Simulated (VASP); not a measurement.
# Rh in VASP: further runs, part 2 of 2

VASP 6.6.1.

**4. Electric field gradients, PBE (volume scaled by 0.94)**

INCAR

```
SYSTEM = Rh
PREC     = Accurate       ! precision mode
ENCUT    = 520            ! plane-wave cutoff, eV
EDIFF    = 1E-8           ! SCF threshold, eV
ISMEAR   = -1             ! smearing method
SIGMA    = 0.08           ! smearing width, eV
LREAL    = .False.        ! projectors in reciprocal space
LASPH    = .True.         ! aspherical terms in the spheres
NELM     = 100            ! most SCF steps
ALGO     = Normal         ! electronic algorithm
ISIF     = 2              ! what is computed and relaxed
LWAVE    = .False.        ! write WAVECAR
LCHARG   = .False.        ! write CHGCAR
GGA      = PE             ! functional
LEFG     = .True.       
NBANDS   = 14             ! bands
```

KPOINTS

```
regular mesh
0
Gamma
  16 16 16
  0 0 0
```

POSCAR

```
Rh
1.0
    0.0000000000      1.8627319650      1.8627319650
    1.8627319650      0.0000000000      1.8627319650
    1.8627319650      1.8627319650      0.0000000000
Rh
1
Direct
    0.0000000000      0.0000000000      0.0000000000
```

Potentials or basis: VASP PAW PBE potentials, release 64 (Rh_pv).

Run with:

```console
$ cat potpaw_PBE.64/Rh_pv/POTCAR > POTCAR
$ mpirun -np 1 vasp_std > vasp.out
```

OUTCAR:

```text
SYSTEM = Rh
   PREC = Accurate
   ENCUT = 520
   EDIFF = 1E-8
   ISMEAR = -1
   LREAL = .False.
   LASPH = .True.
   NELM = 100
   ISIF = 2
   GGA = PE

 ion  position               nearest neighbor table
   1  0.000  0.000  0.000-

  LATTYP: Found a face centered cubic cell.
 ALAT       =     3.7254639300

  Lattice vectors:

 A1 = (   0.0000000000,   1.8627319650,   1.8627319650)
 A2 = (   1.8627319650,   0.0000000000,   1.8627319650)
 A3 = (   1.8627319650,   1.8627319650,   0.0000000000)

Analysis of symmetry for initial positions (statically):
=====================================================================
 Subroutine PRICEL returns:
 Original cell was already a primitive cell.

 Routine SETGRP: Setting up the symmetry group for a
 face centered cubic supercell.

[... 588 lines left out ...]
  external PRESSURE =     267.8346762 kB  Pullay stress =       0.0000000 kB

 VOLUME and BASIS-vectors are now :
 -----------------------------------------------------------------------------
  energy-cutoff  :      520.00
  volume of cell :       12.93
      direct lattice vectors                 reciprocal lattice vectors
     0.000000000  1.862731965  1.862731965    -0.268422945  0.268422945  0.268422945
     1.862731965  0.000000000  1.862731965     0.268422945 -0.268422945  0.268422945
     1.862731965  1.862731965  0.000000000     0.268422945  0.268422945 -0.268422945

 POSITION                                       TOTAL-FORCE (eV/Angst)
 -----------------------------------------------------------------------------------
      0.00000      0.00000      0.00000         0.000000     -0.000000      0.000000
 -----------------------------------------------------------------------------------
    total drift:                                0.000000     -0.000000      0.000000

  FREE ENERGIE OF THE ION-ELECTRON SYSTEM (eV)
  ---------------------------------------------------
  free  energy   TOTEN  =        -7.1856619807 eV

  energy  without entropy=       -7.1587310394  energy(sigma->0) =       -7.17219651

 Electric field gradients (V/A^2)
---------------------------------------------------------------------
 ion       V_xx      V_yy      V_zz      V_xy      V_xz      V_yz
---------------------------------------------------------------------
   1       0.000    -0.000    -0.000     0.001     0.001     0.001
---------------------------------------------------------------------

 Electric field gradients after diagonalization (V/A^2)
 (convention: |V_zz| > |V_xx| > |V_yy|)
----------------------------------------------------------------------
 ion       V_xx      V_yy      V_zz     asymmetry (V_yy - V_xx)/ V_zz
----------------------------------------------------------------------
   1      -0.001    -0.001     0.002       0.000
----------------------------------------------------------------------

           NMR quadrupolar parameters

 Cq : quadrupolar parameter    Cq=e*Q*V_zz/h
 eta: asymmetry parameters     (V_yy - V_xx)/ V_zz
 Q  : nuclear electric quadrupole moment in mb (millibarn)
----------------------------------------------------------------------
 ion       Cq(MHz)       eta       Q (mb)
----------------------------------------------------------------------
   1       0.000       0.000       1.000
----------------------------------------------------------------------
```

stdout:

```text
POSCAR found type information on POSCAR Rh
 POSCAR found :  1 types and       1 ions
 scaLAPACK will be used
 LDA part: xc-table for (Slater+PW92), standard interpolation
 POSCAR, INCAR and KPOINTS ok, starting setup
 FFT: planning ... GRIDC
 FFT: planning ... GRID_SOFT
 FFT: planning ... GRID
 WAVECAR not read
 entering main loop
ion   1
```

Run time: 9.7 s. Hardware: 1 thread of Intel Xeon 6975P-C (Granite Rapids), shared host; peak memory 0.14 GiB.

Results:

```
Free energy : -7.1857 eV
Pressure    : 26.8 GPa
```

Caveat: without QUAD_EFG the Cq values of the log hold for a quadrupole moment of 1 mb, not for the nuclei.

**5. Electric field gradients, PBE (volume scaled by 0.94)**

INCAR

```
ALGO = Normal
EDIFF = 1E-8
ENCUT = 520
GGA = PE
ISIF = 2
ISMEAR = -1
LASPH = True
LCHARG = False
LEFG = True
LREAL = False
LWAVE = False
NBANDS = 14
NELM = 60
PREC = Accurate
SIGMA = 0.08
```

KPOINTS

```
k-points
0
Gamma
  16 16 16
```

POSCAR is that of step 4.

Potentials or basis: VASP PAW PBE potentials, release 64 (Rh_pv).

Run with:

```console
$ cat potpaw_PBE.64/Rh_pv/POTCAR > POTCAR
$ mpirun -np 1 vasp_std > vasp.out
```

OUTCAR:

```text
EDIFF = 1E-8
   ENCUT = 520
   GGA = PE
   ISIF = 2
   ISMEAR = -1
   LASPH = True
   LREAL = False
   NELM = 60
   PREC = Accurate

 ion  position               nearest neighbor table
   1  0.000  0.000  0.000-

  LATTYP: Found a face centered cubic cell.
 ALAT       =     3.7254639300

  Lattice vectors:

 A1 = (   0.0000000000,   1.8627319650,   1.8627319650)
 A2 = (   1.8627319650,   0.0000000000,   1.8627319650)
 A3 = (   1.8627319650,   1.8627319650,   0.0000000000)

Analysis of symmetry for initial positions (statically):
=====================================================================
 Subroutine PRICEL returns:
 Original cell was already a primitive cell.

 Routine SETGRP: Setting up the symmetry group for a
 face centered cubic supercell.

 Subroutine GETGRP returns: Found 48 space group operations
 (whereof 48 operations were pure point group operations)
 out of a pool of 48 trial point group operations.

The static configuration has the point symmetry O_h .

Analysis of symmetry for dynamics (positions and initial velocities):
=====================================================================
 Subroutine PRICEL returns:
 Original cell was already a primitive cell.

 Routine SETGRP: Setting up the symmetry group for a
 face centered cubic supercell.

 Subroutine GETGRP returns: Found 48 space group operations
 (whereof 48 operations were pure point group operations)
 out of a pool of 48 trial point group operations.

The dynamic configuration has the point symmetry O_h .

 Subroutine INISYM returns: Found 48 space group operations
 (whereof 48 operations are pure point group operations),
 and found     1 'primitive' translations

----------------------------------------------------------------------------------------

                                     Primitive cell

  volume of cell :      12.9265

  direct lattice vectors                    reciprocal lattice vectors
     0.000000000  1.862731965  1.862731965    -0.268422945  0.268422945  0.268422945
     1.862731965  0.000000000  1.862731965     0.268422945 -0.268422945  0.268422945
     1.862731965  1.862731965  0.000000000     0.268422945  0.268422945 -0.268422945

  length of vectors
     2.634300808  2.634300808  2.634300808     0.464922179  0.464922179  0.464922179

  position of ions in fractional coordinates (direct lattice)
     0.000000000  0.000000000  0.000000000

  ion indices of the primitive-cell ions
   primitive index   ion index
                 1           1

----------------------------------------------------------------------------------------

 KPOINTS: k-points

Automatic generation of k-mesh.
 Grid dimensions read from file:
 generate k-points for:   16   16   16

 Generating k-lattice:
[... 70 lines left out ...]
   POTIM  = 0.5000    time-step for ionic-motion
   TEBEG  =    0.0;   TEEND  =   0.0 temperature during run
   PSTRESS=    0.0 pullay stress
   NELECT =      15.0000    total number of electrons
   NUPDOWN=      -1.0000    fix difference up-down
   EMIN   =  10.00;   EMAX   =-10.00  energy-range for DOS
   EFERMI =   0.00;   METHOD = LEGACY
   ISMEAR =    -1;   SIGMA  =   0.08  broadening in eV -4-tet -1-fermi 0-gaus
   EFERMI_NEDOS =   21; number of points for ismear=-14 and -15
   IALGO  =     38    algorithm
   IMIX   =      4    mixing-type and parameters
     AMIX     =   0.40;   BMIX     =  1.00
     AMIX_MAG =   1.60;   BMIX_MAG =  1.00
  volume/ion in A,a.u.               =      12.93        87.23
  Fermi-wavevector in a.u.,A,eV,Ry     =   1.720329  3.250951 40.266883  2.959532
  Thomas-Fermi vector in A             =   2.796789
   LORBIT       =      0    0 simple, 1 ext, 2 COOP (PROOUT), +10 PAW based schemes
   GGA     = PE    functional components
   LHFCALC =     F    Hartree Fock is set to
   AEXX    =    0.0000 exact exchange contribution
   IVDW    =     0    specifies the selected vdW correction
   LEPSILON=     F    determine dielectric tensor
   LRPA    =     F    only Hartree local field effects (RPA)
 non-spin polarized calculation
  energy-cutoff  :      520.00
  volume of cell :       12.93
 maximum number of plane-waves:       360
   NGX =  9   NGY =  9   NGZ =  9

 number of electron      14.9999995 magnetization

 Free energy of the ion-electron system (eV)
  ---------------------------------------------------
  ext. energy  EPLUGINS =         0.00000000
  ---------------------------------------------------
  free energy    TOTEN  =        -7.18566198 eV

  energy without entropy =       -7.15873104  energy(sigma->0) =       -7.17219651

 E-fermi :  13.0666     XC(G=0): -14.4331

 val. band max:       13.0601983301   @ k =  -0.3750   0.2500   0.0000
 cond. band min:      13.0666411940   @ k =  -0.3750   0.0625   0.0000
 fundamental gap:      0.0064428639
 Fermi energy:        13.0666034146

 k-point     1 :       0.0000    0.0000    0.0000
  band No.  band energies     occupation
      1     -33.4109      2.00000
      2     -33.4109      2.00000
      3     -33.4109      2.00000
      4       4.6541      2.00000
      5       9.6890      2.00000
      6       9.6890      2.00000
      7       9.6890      2.00000
      8      11.9889      2.00000
      9      11.9889      2.00000
     10      29.0047      0.00000
     11      33.4291      0.00000
     12      34.8223      0.00000
     13      34.8223      0.00000
     14      34.8223      0.00000
[... 377 lines left out ...]
      1     -33.4970      2.00000
      2     -33.4367      2.00000
      3     -33.4174      2.00000
      4       5.0913      2.00000
      5       9.4666      2.00000
      6       9.8479      2.00000
      7       9.9014      2.00000
      8      11.7782      2.00000
      9      12.0147      2.00000
     10      29.6633      0.00000
     11      33.1086      0.00000
     12      33.4340      0.00000
     13      34.9481      0.00000
     14      35.7420      0.00000

 [... further k-points ...]

------------------------ aborting loop because EDIFF is reached ----------------------------------------

  FORCE on cell =-STRESS in cart. coord.  units (eV):
  Direction    XX          YY          ZZ          XY          YZ          ZX
  --------------------------------------------------------------------------------------
  -------------------------------------------------------------------------------------
  Total        2.1609132      2.1609132      2.1609132     -0.0000000     -0.0000000      0.0000000
  in kB      267.8346762    267.8346762    267.8346762     -0.0000000     -0.0000000      0.0000000
  external PRESSURE =     267.8346762 kB  Pullay stress =       0.0000000 kB

 VOLUME and BASIS-vectors are now :
 -----------------------------------------------------------------------------
  energy-cutoff  :      520.00
  volume of cell :       12.93
      direct lattice vectors                 reciprocal lattice vectors
     0.000000000  1.862731965  1.862731965    -0.268422945  0.268422945  0.268422945
     1.862731965  0.000000000  1.862731965     0.268422945 -0.268422945  0.268422945
     1.862731965  1.862731965  0.000000000     0.268422945  0.268422945 -0.268422945

 POSITION                                       TOTAL-FORCE (eV/Angst)
 -----------------------------------------------------------------------------------
      0.00000      0.00000      0.00000         0.000000     -0.000000      0.000000
 -----------------------------------------------------------------------------------
    total drift:                                0.000000     -0.000000      0.000000

  FREE ENERGIE OF THE ION-ELECTRON SYSTEM (eV)
  ---------------------------------------------------
  free  energy   TOTEN  =        -7.1856619807 eV

  energy  without entropy=       -7.1587310394  energy(sigma->0) =       -7.17219651

 Electric field gradients (V/A^2)
---------------------------------------------------------------------
 ion       V_xx      V_yy      V_zz      V_xy      V_xz      V_yz
---------------------------------------------------------------------
   1       0.000    -0.000    -0.000     0.001     0.001     0.001
---------------------------------------------------------------------

 Electric field gradients after diagonalization (V/A^2)
 (convention: |V_zz| > |V_xx| > |V_yy|)
----------------------------------------------------------------------
 ion       V_xx      V_yy      V_zz     asymmetry (V_yy - V_xx)/ V_zz
----------------------------------------------------------------------
   1      -0.001    -0.001     0.002       0.000
----------------------------------------------------------------------

           NMR quadrupolar parameters

 Cq : quadrupolar parameter    Cq=e*Q*V_zz/h
 eta: asymmetry parameters     (V_yy - V_xx)/ V_zz
 Q  : nuclear electric quadrupole moment in mb (millibarn)
----------------------------------------------------------------------
 ion       Cq(MHz)       eta       Q (mb)
----------------------------------------------------------------------
   1       0.000       0.000       1.000
----------------------------------------------------------------------
```

OSZICAR:

```text
N       E                     dE             d eps       ncg     rms          rms(c)
DAV:   1     0.117205591374E+03    0.11721E+03   -0.87607E+03  4106   0.117E+03
DAV:   2    -0.617286149830E+01   -0.12338E+03   -0.11781E+03  4516   0.340E+02
DAV:   3    -0.766139576695E+01   -0.14885E+01   -0.14859E+01  4858   0.411E+01
DAV:   4    -0.766653879044E+01   -0.51430E-02   -0.51427E-02  4492   0.247E+00
DAV:   5    -0.766658140746E+01   -0.42617E-04   -0.42618E-04  4756   0.198E-01    0.120E+01
DAV:   6    -0.721172775415E+01    0.45485E+00   -0.71111E-01  4282   0.119E+01    0.451E+00
DAV:   7    -0.718950374615E+01    0.22224E-01   -0.23892E-02  4696   0.202E+00    0.192E+00
DAV:   8    -0.718587377011E+01    0.36300E-02   -0.44424E-03  4216   0.915E-01    0.284E-01
DAV:   9    -0.718566015467E+01    0.21362E-03   -0.15861E-04  4288   0.179E-01    0.120E-02
DAV:  10    -0.718566175198E+01   -0.15973E-05   -0.28811E-06  4504   0.210E-02    0.459E-03
DAV:  11    -0.718566202986E+01   -0.27788E-06   -0.38172E-07  4576   0.868E-03    0.605E-04
DAV:  12    -0.718566196615E+01    0.63704E-07   -0.78386E-09  2894   0.131E-03    0.623E-05
DAV:  13    -0.718566197973E+01   -0.13575E-07   -0.37424E-10  2096   0.259E-04    0.538E-05
DAV:  14    -0.718566198072E+01   -0.98998E-09   -0.99601E-11  2078   0.137E-04
   1 F= -.71856620E+01 E0= -.71721965E+01  d E =-.269309E-01
```

Wall time 9.6 s (1 thread of Intel Xeon 6975P-C (Granite Rapids), shared host); peak memory 0.14 GiB.

What came out:

```
Free energy : -7.1857 eV
Pressure    : 26.8 GPa
```

Caveat: without QUAD_EFG the Cq values of the log hold for a quadrupole moment of 1 mb, not for the nuclei.

**6. The runs side by side**

| cell | gap on the mesh (eV) | pressure (GPa) |
| --- | --- | --- |
| a = 2.703, b = 2.703, c = 2.716 Å, angles 59.8, 59.8, 60.3°, 1 atom | none | 0.7 |
| a = 2.730, b = 2.730, c = 2.770 Å, angles 59.5, 59.5, 61.0°, 1 atom | none | -8.4 |
| a = 2.634 Å, angles 60.0°, 1 atom | none | 26.8 |

Alike in all rows: task electric field gradients; level PBE; potentials or basis VASP PAW PBE potentials, release 64 (Rh_pv); no spin polarisation; k mesh 16 × 16 × 16; cutoff (eV) 520; smearing fermi-dirac 0.08 eV.

Total energies depend on the potentials used, so only differences within one code and one set of settings carry meaning.
